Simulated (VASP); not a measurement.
Runs of VASP 6.6.1 on BAs. The structure is that of space group F-43m (No. 216), or close to it. The cells are those of the table. 

```csv
task,level,potentials or basis,spin,cell,k mesh,cutoff (eV),smearing,second run,gap on the mesh (eV),pressure (GPa),moment (μB),relaxed volume (Å³/atom)
relaxation of cell and atoms,revPBE+D4,"VASP PAW PBE potentials, release 64 (As, B)",off,"relaxed from a = 3.378 Å, angles 60.0°, 2 atoms",10 × 10 × 10,600,fermi-dirac 0.05 eV,-,1.17,0.0,-,13.28
single point,PBEsol,"VASP PAW PBE potentials, release 64 (As, B)","collinear, ferromagnetic start","a = 3.422 Å, angles 60.0°, 2 atoms",10 × 10 × 10,520,fermi-dirac 0.15 eV,-,1.11,-5.0,0.00,-
single point,RPBE,"VASP PAW PBE potentials, release 64 (As, B)",off,"a = 3.355 Å, angles 60.0°, 2 atoms",10 × 10 × 10,520,fermi-dirac 0.05 eV,-,1.18,9.1,-,-
single point,SVWN5,"VASP PAW PBE potentials, release 64 (As, B)",off,"a = 3.345 Å, angles 60.0°, 2 atoms",10 × 10 × 10,520,fermi-dirac 0.05 eV,-,1.10,(a),-,-
single point,PBE,"VASP PAW PBE potentials, release 64 (As, B)",off,"a = 3.378 Å, angles 60.0°, 2 atoms",5 × 5 × 5,500,fermi-dirac 0.04 eV,-,1.17,3.6,-,-
single point,PBE,"VASP PAW PBE potentials, release 64 (As, B)",off,"a = 3.378 Å, angles 60.0°, 2 atoms",10 × 10 × 10,520,gaussian 0.025 eV,-,1.18,(b),-,-
relaxation of cell and atoms,RPBE+D3(BJ),"VASP PAW PBE potentials, release 64 (As_d, B)",off,"relaxed from a = 3.378 Å, angles 60.0°, 2 atoms",10 × 10 × 10,600,fermi-dirac 0.05 eV,valence_matched,1.10,0.0,-,12.29
single point,PBE,"VASP PAW PBE potentials, release 64 (As, B)","non-collinear, zero start, SOC","a = 3.378 Å, angles 60.0°, 2 atoms",10 × 10 × 10,520,fermi-dirac 0.05 eV,-,-,(c),0.00,-
```

Task: Estimate the missing entries.

Result: (a) 1.2; (b) 3.4; (c) 3.5.

Caveats: some runs use coarse meshes; the PAW data sets were made with another functional, which shifts forces and pressure a little (some runs).

A k mesh can miss the band edges, and rows without SOC leave out spin-orbit coupling on As.

The runs don't all hold the same shells in valence.
